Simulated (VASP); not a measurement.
# CuSi16 (a cell with a defect) in VASP: further runs

Runs on CuSi16 (a cell with a defect). Level: PBE. Tasks: single point.

All numbers are computed with VASP 6.6.1; they aren't measurements. Logs are shortened: lines on timing, memory, paths and dates and some standing lists are left out, and cuts for length are marked.

### Step 1. The cell of the first run

The cell holds a defect, 17 atoms: a = 7.679 Å, b = 7.679 Å, c = 7.679 Å, α = 60.00°, β = 60.00°, γ = 60.00°.

### Step 2. Single point, PBE

Contents of INCAR:

```
SYSTEM = CuSi16
PREC     = Accurate       ! precision mode
ENCUT    = 520            ! plane-wave cutoff, eV
EDIFF    = 1E-6           ! SCF threshold, eV
ISMEAR   = 0              ! smearing method
SIGMA    = 0.05           ! smearing width, eV
LREAL    = Auto         
LASPH    = .True.         ! aspherical terms in the spheres
NELM     = 80             ! most SCF steps
ALGO     = Normal         ! electronic algorithm
ISIF     = 2              ! what is computed and relaxed
LWAVE    = .False.        ! write WAVECAR
LCHARG   = .False.        ! write CHGCAR
GGA      = PE             ! functional
NBANDS   = 52             ! bands
NELECT   = 74.0
```

Contents of KPOINTS:

```
regular mesh
0
Gamma
  2 2 2
  0 0 0
```

Contents of POSCAR:

```
CuSi16
1.0
    0.0000000000      5.4300000000      5.4300000000
    5.4300000000      0.0000000000      5.4300000000
    5.4300000000      5.4300000000      0.0000000000
Si Cu
16 1
Direct
    0.0011787606     -0.0029633667      0.0036935951
    0.1323049237      0.1241172123      0.1175369950
    0.0018846572     -0.0163588667      0.5078812133
    0.1261331825      0.1117965120      0.6293869051
    0.0073377475      0.5075728063     -0.0277599069
    0.1241894261      0.6246870855      0.1127199727
   -0.0148455469      0.4854203659      0.4901332670
    0.1155356148      0.6160747661      0.6007194525
    0.5036107161      0.0036986992      0.0113935567
    0.6286300755      0.1291703732      0.1321136836
    0.4987130615     -0.0009598157      0.5061489212
    0.6194211697      0.1199844912      0.6371050473
    0.4966584101      0.5016128258      0.0036394287
    0.6237660336      0.6325329912      0.1176967469
    0.4833306215      0.5022471837      0.5079363959
    0.6114571026      0.6265938616      0.6293494503
    0.8485942439      0.3487018751      0.3391050755
```

Potentials or basis: VASP PAW PBE potentials, release 64 (Si, Cu).

Launch:

```console
cat potpaw_PBE.64/Si/POTCAR potpaw_PBE.64/Cu/POTCAR > POTCAR
mpirun -np 1 vasp_std > vasp.out
```

OUTCAR:

```text
SYSTEM = CuSi16
   PREC = Accurate
   ENCUT = 520
   EDIFF = 1E-6
   ISMEAR = 0
   LREAL = Auto
   LASPH = .True.
   NELM = 80
   ISIF = 2
   GGA = PE
   NELECT = 74.0

 ion  position               nearest neighbor table
   1  0.001  0.997  0.004-   2 2.33  10 2.34   6 2.34   4 2.35
   2  0.132  0.124  0.118-   9 2.33   1 2.33   5 2.41   3 2.45  17 2.47
   3  0.002  0.984  0.508-   8 2.32   4 2.34  17 2.35  12 2.40   2 2.45
   4  0.126  0.112  0.629-  11 2.34   3 2.34   1 2.35   7 2.35
   5  0.007  0.508  0.972-   8 2.34   6 2.35  17 2.35   2 2.41  14 2.41
   6  0.124  0.625  0.113-   1 2.34  13 2.34   5 2.35   7 2.37
   7  0.985  0.485  0.490-   8 2.33   4 2.35  16 2.35   6 2.37  17 2.66
   8  0.116  0.616  0.601-   3 2.32  15 2.32   7 2.33   5 2.34
   9  0.504  0.004  0.011-  10 2.33  14 2.33   2 2.33  12 2.35
  10  0.629  0.129  0.132-   9 2.33  13 2.34   1 2.34  11 2.35
  11  0.499  0.999  0.506-  12 2.34  16 2.34   4 2.34  10 2.35
  12  0.619  0.120  0.637-  11 2.34   9 2.35  15 2.40   3 2.40  17 2.54
  13  0.497  0.502  0.004-  14 2.33  10 2.34   6 2.34  16 2.35
  14  0.624  0.633  0.118-   9 2.33  13 2.33   5 2.41  15 2.45  17 2.47
  15  0.483  0.502  0.508-   8 2.32  16 2.34  17 2.35  12 2.40  14 2.45
  16  0.611  0.627  0.629-  11 2.34  15 2.34  13 2.35   7 2.35
  17  0.849  0.349  0.339-   3 2.35  15 2.35   5 2.35   2 2.47  14 2.47  12 2.54   7 2.66

  LATTYP: Found a face centered cubic cell.
 ALAT       =    10.8600000000

  Lattice vectors:

 A1 = (   0.0000000000,   5.4300000000,   5.4300000000)
 A2 = (   5.4300000000,   0.0000000000,   5.4300000000)
 A3 = (   5.4300000000,   5.4300000000,   0.0000000000)

Analysis of symmetry for initial positions (statically):
=====================================================================
 Subroutine PRICEL returns:
 Original cell was already a primitive cell.

 Routine SETGRP: Setting up the symmetry group for a
 face centered cubic supercell.

 Subroutine GETGRP returns: Found  1 space group operations
 (whereof  1 operations were pure point group operations)
 out of a pool of 48 trial point group operations.

The static configuration has the point symmetry C_1 .

Analysis of symmetry for dynamics (positions and initial velocities):
=====================================================================
 Subroutine PRICEL returns:
 Original cell was already a primitive cell.

 Routine SETGRP: Setting up the symmetry group for a
 face centered cubic supercell.

 Subroutine GETGRP returns: Found  1 space group operations
 (whereof  1 operations were pure point group operations)
 out of a pool of 48 trial point group operations.

The dynamic configuration has the point symmetry C_1 .

 Subroutine INISYM returns: Found  1 space group operations
 (whereof  1 operations are pure point group operations),
 and found     1 'primitive' translations

----------------------------------------------------------------------------------------

                                     Primitive cell

  volume of cell :     320.2060

  direct lattice vectors                    reciprocal lattice vectors
     0.000000000  5.430000000  5.430000000    -0.092081031  0.092081031  0.092081031
     5.430000000  0.000000000  5.430000000     0.092081031 -0.092081031  0.092081031
     5.430000000  5.430000000  0.000000000     0.092081031  0.092081031 -0.092081031

  length of vectors
     7.679179644  7.679179644  7.679179644     0.159489025  0.159489025  0.159489025

  position of ions in fractional coordinates (direct lattice)
     0.001178761  0.997036633  0.003693595
     0.132304924  0.124117212  0.117536995
     0.001884657  0.983641133  0.507881213
     0.126133182  0.111796512  0.629386905
     0.007337748  0.507572806  0.972240093
     0.124189426  0.624687085  0.112719973
[... 9 lines left out ...]
     0.611457103  0.626593862  0.629349450
     0.848594244  0.348701875  0.339105076

  ion indices of the primitive-cell ions
   primitive index   ion index
                 1           1
                 2           2
                 3           3
                 4           4
                 5           5
                 6           6
[... 9 lines left out ...]
                16          16
                17          17

----------------------------------------------------------------------------------------

 KPOINTS: regular mesh

Automatic generation of k-mesh.
 Grid dimensions read from file:
 generate k-points for:    2    2    2

 Generating k-lattice:

  Cartesian coordinates                     Fractional coordinates (reciprocal lattice)
    -0.046040516  0.046040516  0.046040516     0.500000000  0.000000000  0.000000000
     0.046040516 -0.046040516  0.046040516     0.000000000  0.500000000  0.000000000
     0.046040516  0.046040516 -0.046040516     0.000000000  0.000000000  0.500000000

  Length of vectors
     0.079744512  0.079744512  0.079744512

  Shift w.r.t. Gamma in fractional coordinates (k-lattice)
     0.000000000  0.000000000  0.000000000

 Subroutine IBZKPT returns following result:
 ===========================================

 Found      8 irreducible k-points:

 Following reciprocal coordinates:
            Coordinates               Weight
  0.000000  0.000000  0.000000      1.000000
  0.500000  0.000000  0.000000      1.000000
  0.000000  0.500000  0.000000      1.000000
  0.000000  0.000000  0.500000      1.000000
  0.500000  0.500000  0.500000      1.000000
  0.500000  0.500000  0.000000      1.000000
  0.000000  0.500000  0.500000      1.000000
  0.500000  0.000000  0.500000      1.000000
   k-points           NKPTS =      8   k-points in BZ     NKDIM =      8   number of bands    NBANDS=     52
   number of dos      NEDOS =    301   number of ions     NIONS =     17
   total plane-waves  NPLWV = 216000
   dimension x,y,z NGX =    60 NGY =   60 NGZ =   60
   dimension x,y,z NGXF=   120 NGYF=  120 NGZF=  120
   ions per type =              16   1
   NGX,Y,Z   is equivalent  to a cutoff of  12.99, 12.99, 12.99 a.u.
   NGXF,Y,Z  is equivalent  to a cutoff of  25.98, 25.98, 25.98 a.u.
 SYSTEM =  CuSi16
   PREC   = accura    normal or accurate (medium, high low for compatibility)
   ISTART =      0    job   : 0-new  1-cont  2-samecut
   ICHARG =      2    charge: 1-file 2-atom 10-const
   ISPIN  =      1    spin polarized calculation?
   LNONCOLLINEAR =      F non collinear calculations
   LSORBIT =      F    spin-orbit coupling
   LASPH  =      T    aspherical Exc in radial PAW
   ENCUT  =  520.0 eV  38.22 Ry    6.18 a.u.  14.28 14.28 14.28*2*pi/ulx,y,z
   NELM   =     80;   NELMIN=  2; NELMDL= -5     # of ELM steps
   EDIFF  = 0.1E-05   stopping-criterion for ELM
   LREAL  =      T    real-space projection
   EDIFFG = 0.1E-04   stopping-criterion for IOM
   NSW    =      0    number of steps for IOM
   IBRION =     -1    ionic relax: 0-MD 1-quasi-New 2-CG
   NFREE  =      0    steps in history (QN), initial steepest desc. (CG)
   ISIF   =      2    stress and relaxation
   ISYM   =      2    0-nonsym 1-usesym 2-fastsym
   POTIM  = 0.5000    time-step for ionic-motion
   TEBEG  =    0.0;   TEEND  =   0.0 temperature during run
   PSTRESS=    0.0 pullay stress
   NELECT =      74.0000    total number of electrons
   NUPDOWN=      -1.0000    fix difference up-down
   EMIN   =  10.00;   EMAX   =-10.00  energy-range for DOS
   EFERMI =   0.00;   METHOD = LEGACY
   ISMEAR =     0;   SIGMA  =   0.05  broadening in eV -4-tet -1-fermi 0-gaus
   EFERMI_NEDOS =   21; number of points for ismear=-14 and -15
   IALGO  =     38    algorithm
   IMIX   =      4    mixing-type and parameters
     AMIX     =   0.40;   BMIX     =  1.00
     AMIX_MAG =   1.60;   BMIX_MAG =  1.00
  volume/ion in A,a.u.               =      18.84       127.11
  Fermi-wavevector in a.u.,A,eV,Ry     =   1.004636  1.898488 13.732283  1.009294
  Thomas-Fermi vector in A             =   2.137265
   LORBIT       =      0    0 simple, 1 ext, 2 COOP (PROOUT), +10 PAW based schemes
   GGA     = PE    functional components
   LHFCALC =     F    Hartree Fock is set to
   AEXX    =    0.0000 exact exchange contribution
   IVDW    =     0    specifies the selected vdW correction
   LEPSILON=     F    determine dielectric tensor
   LRPA    =     F    only Hartree local field effects (RPA)
 non-spin polarized calculation
 Gauss-broadening in eV      SIGMA  =   0.05
  energy-cutoff  :      520.00
  volume of cell :      320.21
 maximum number of plane-waves:      8646
 NGX is ok and might be reduce to    60
   NGX = 29   NGY = 29   NGZ = 29

 number of electron      74.0000003 magnetization

 Free energy of the ion-electron system (eV)
  ---------------------------------------------------
  ext. energy  EPLUGINS =         0.00000000
  ---------------------------------------------------
  free energy    TOTEN  =       -94.22266614 eV

  energy without entropy =      -94.22221838  energy(sigma->0) =      -94.22244226

 E-fermi :   6.4033     XC(G=0):  -9.6099

 val. band max:        6.3202792999   @ k =   0.0000   0.0000   0.0000
 cond. band min:       6.4863170921   @ k =   0.0000   0.0000   0.0000
 fundamental gap:      0.1660377921
 Fermi energy:         6.4032982046

 k-point     1 :       0.0000    0.0000    0.0000
  band No.  band energies     occupation
      1      -5.8946      2.00000
      2      -3.5304      2.00000
      3      -3.5165      2.00000
      4      -3.4861      2.00000
      5      -3.4653      2.00000
      6      -2.0107      2.00000
[... 41 lines left out ...]
     48       8.4656      0.00000
     49       8.5779      0.00000

 k-point     2 :       0.5000    0.0000    0.0000
  band No.  band energies     occupation
      1      -5.1989      2.00000
      2      -4.9632      2.00000
      3      -3.3056      2.00000
      4      -3.2526      2.00000
      5      -3.1513      2.00000
      6      -3.0370      2.00000
[... 304 lines left out ...]
 k-point     8 :       0.5000    0.0000    0.5000
  band No.  band energies     occupation
      1      -4.9340      2.00000
      2      -4.7145      2.00000
      3      -3.8825      2.00000
      4      -3.7754      2.00000
      5      -3.7446      2.00000
      6      -3.7368      2.00000
[... 41 lines left out ...]
     48      10.4720      0.00000
     49      10.4887      0.00000
 [bands above 49 left out]

------------------------ aborting loop because EDIFF is reached ----------------------------------------

  FORCE on cell =-STRESS in cart. coord.  units (eV):
  Direction    XX          YY          ZZ          XY          YZ          ZX
  --------------------------------------------------------------------------------------
  -------------------------------------------------------------------------------------
  Total       -1.3575407     -1.3417025     -1.9559967     -0.7815961      0.0627902      0.1323504
  in kB       -6.7925675     -6.7133195     -9.7869916     -3.9107811      0.3141760      0.6622263
  external PRESSURE =      -7.7642929 kB  Pullay stress =       0.0000000 kB

 VOLUME and BASIS-vectors are now :
 -----------------------------------------------------------------------------
  energy-cutoff  :      520.00
  volume of cell :      320.21
      direct lattice vectors                 reciprocal lattice vectors
     0.000000000  5.430000000  5.430000000    -0.092081031  0.092081031  0.092081031
     5.430000000  0.000000000  5.430000000     0.092081031 -0.092081031  0.092081031
     5.430000000  5.430000000  0.000000000     0.092081031  0.092081031 -0.092081031

 POSITION                                       TOTAL-FORCE (eV/Angst)
 -----------------------------------------------------------------------------------
      5.43397      0.02646      5.42031         0.001747     -0.008717      0.005533
      1.31218      1.35664      1.39237        -0.011673      0.016608     -0.006723
      8.09897      2.76803      5.35141        -0.010633     -0.008688      0.009881
      4.02463      4.10247      1.29196         0.003958      0.008330     -0.006765
      8.03538      5.31911      2.79596        -0.006657     -0.008551      0.010284
      4.00412      1.28642      4.06640        -0.001080      0.006425     -0.006303
[... 9 lines left out ...]
      6.81977      6.73758      6.72262         0.003819      0.009957     -0.007146
      3.73479      6.44921      6.50132         0.013335      0.006556      0.007020
 -----------------------------------------------------------------------------------
    total drift:                                0.005368      0.003382      0.004646

  FREE ENERGIE OF THE ION-ELECTRON SYSTEM (eV)
  ---------------------------------------------------
  free  energy   TOTEN  =       -94.2226661402 eV

  energy  without entropy=      -94.2222183766  energy(sigma->0) =      -94.22244226
```

It took 16 min on 1 thread of Intel Xeon 8259CL, shared host; peak memory 0.5 GiB.

Results:

| Item | Value |
| --- | --- |
| Free energy | -94.2227 eV |
| Largest force | 0.024 eV/Å |

Forces on the atoms (eV/Å):
```
Si   0.002 -0.009  0.006
Si  -0.012  0.017 -0.007
Si  -0.011 -0.009  0.010
Si   0.004  0.008 -0.007
Si  -0.007 -0.009  0.010
Si  -0.001  0.006 -0.006
Si  -0.002 -0.006  0.015
Si   0.007  0.019 -0.013
Si  -0.002 -0.011  0.011
Si  -0.005  0.002 -0.010
Si   0.000 -0.007  0.009
Si   0.004  0.011 -0.018
Si  -0.003 -0.002  0.005
Si   0.009 -0.008 -0.009
Si  -0.002 -0.019  0.005
Si   0.004  0.010 -0.007
Cu   0.013  0.007  0.007
```

Caveat: the k points lie up to 0.50 Å⁻¹ apart; the cell carries a net charge on a neutralising background, which shifts energy and pressure; the cell is charged against a uniform background, so pressure and absolute levels hang on convention.

[end of part 1 of 2]
